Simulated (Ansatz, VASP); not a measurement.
## Sn5GeSe6 in VASP and in Ansatz

```
CELL_PARAMETERS angstrom
4.26513 0.00000 0.00000
0.00000 4.26513 0.00000
0.00000 0.00000 18.09542
ATOMIC_POSITIONS crystal
Sn 0.00000 0.00000 0.83333
Sn 0.50000 0.50000 0.00000
Sn 0.00000 0.00000 0.16667
Sn 0.50000 0.50000 0.33333
Sn 0.50000 0.50000 0.66667
Ge 0.00000 0.00000 0.50000
Se 0.00000 0.00000 0.00000
Se 0.50000 0.50000 0.16667
Se 0.00000 0.00000 0.33333
Se 0.50000 0.50000 0.50000
Se 0.00000 0.00000 0.66667
Se 0.50000 0.50000 0.83333
```

Alike in both runs: task relaxation of cell and atoms; functional PBE; k mesh 8 × 8 × 2; occupations gaussian, width 0.02 eV; no spin polarisation.

|  | VASP | Ansatz |
| --- | --- | --- |
| version | VASP 6.6.1 | Ansatz 0.2.0 |
| potentials or method | VASP PAW PBE potentials, release 64 (Sn_d, Ge_d, Se), cutoff 500 eV | scalar-relativistic, plane waves, PAW |
| valence electrons in the cell | 120 | 180 |

```csv
,VASP,Ansatz,Ansatz less VASP
"gap on the k mesh at the Fermi level, each at its own relaxed structure (eV)",0.27,0.27,-0.003
relaxed volume (Å³/atom),27.04,27.03,-0.005
relaxed length of the cell vector where the two differ most in proportion (Å),18.004,18.000,-0.0043
```

VASP's potentials hold 120 valence electrons a cell and Ansatz's 180, so a difference there can come from the potentials and not from the codes.
